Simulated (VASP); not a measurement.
Set up this calculation in VASP 6.6.1, as the native input.

| Property | Result |
| --- | --- |
| Task | electric field gradients |
| Functional | PBE |
| Potentials or basis | VASP PAW PBE potentials, release 64 (Ti_sv, O) |
| Cutoff | 520 eV |
| k mesh | 7 × 7 × 11 |
| Occupations | fermi-dirac, width 0.01 eV |
| Spin | no spin polarisation |
| Dipole correction | no |
| Further INCAR settings | ALGO = Normal; EDIFF = 1e-08; NBANDS = 33 |

The structure of TiO2 lies in POSCAR:

```
TiO2
1.0
    4.5998373239      0.0000000000      0.0000000000
    0.0000000000      4.5998373239      0.0000000000
    0.0000000000      0.0000000000      2.9592135600
Ti O
2 4
Direct
    0.5000000000      0.5000000000      0.0000000000
    0.0000000000      0.0000000000      0.5000000000
    0.6956786800      0.6956786800      0.5000000000
    0.8043213200      0.1956786800      0.0000000000
    0.1956786800      0.8043213200      0.0000000000
    0.3043213200      0.3043213200      0.5000000000
```

The input as run:

INCAR

```
SYSTEM = TiO2
PREC = Accurate
ENCUT = 520
EDIFF = 1E-8
ISMEAR = -1
SIGMA = 0.01
LREAL = .False.
LASPH = .True.
NELM = 60
ALGO = Normal
ISIF = 2
LWAVE = .False.
LCHARG = .False.
GGA = PE
LEFG = .True.
NBANDS = 33
```

KPOINTS

```
Automatic mesh
0
Gamma
  7 7 11
  0 0 0
```

Potentials or basis: VASP PAW PBE potentials, release 64 (Ti_sv, O).

Run with:

```console
$ cat potpaw_PBE.64/Ti_sv/POTCAR potpaw_PBE.64/O/POTCAR > POTCAR
$ mpirun -np 1 vasp_std > vasp.out
```

It gave:

- Pressure: 4.9 GPa
- Largest force: 0.021 eV/Å
- Band gap on the k mesh: 1.84 eV, direct

Caveat: without QUAD_EFG the Cq values of the log hold for a quadrupole moment of 1 mb, not for the nuclei.

Wall time 2.6 min on 1 thread of AMD EPYC 7R43 64-Core Processor (Zen 3), with other jobs on the host, peak memory 0.2 GiB.
